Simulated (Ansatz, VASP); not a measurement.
## Sc in VASP and in Ansatz

```xyz
2
Lattice="0.0000 3.2297 3.2297 3.2297 0.0000 3.2297 3.2297 3.2297 0.0000" Properties=species:S:1:pos:R:3 pbc="T T T"
Sc    0.0000    0.0000    0.0000
Sc    1.6149    1.6149    1.6149
```

Alike in both runs: functional PBE; k mesh 10 × 10 × 10; occupations fermi-dirac, width 0.03 eV; no spin polarisation.

Ansatz relaxed the structure, and its values are those at the end. VASP's run is a single point on that final structure, the one shown.

|  | VASP | Ansatz |
| --- | --- | --- |
| version | VASP 6.6.1 | Ansatz 0.2.0 |
| potentials or method | VASP PAW PBE potentials, release 64 (Sc_sv) | PAW with Ansatz's default frozen-core files, scalar-relativistic |
| plane-wave cutoff (eV) | 520 | 420 |
| valence electrons in the cell | 22 | 22 |

```tsv
	VASP	Ansatz	Ansatz less VASP
pressure (GPa)	0.0	0.0	-0.01
```
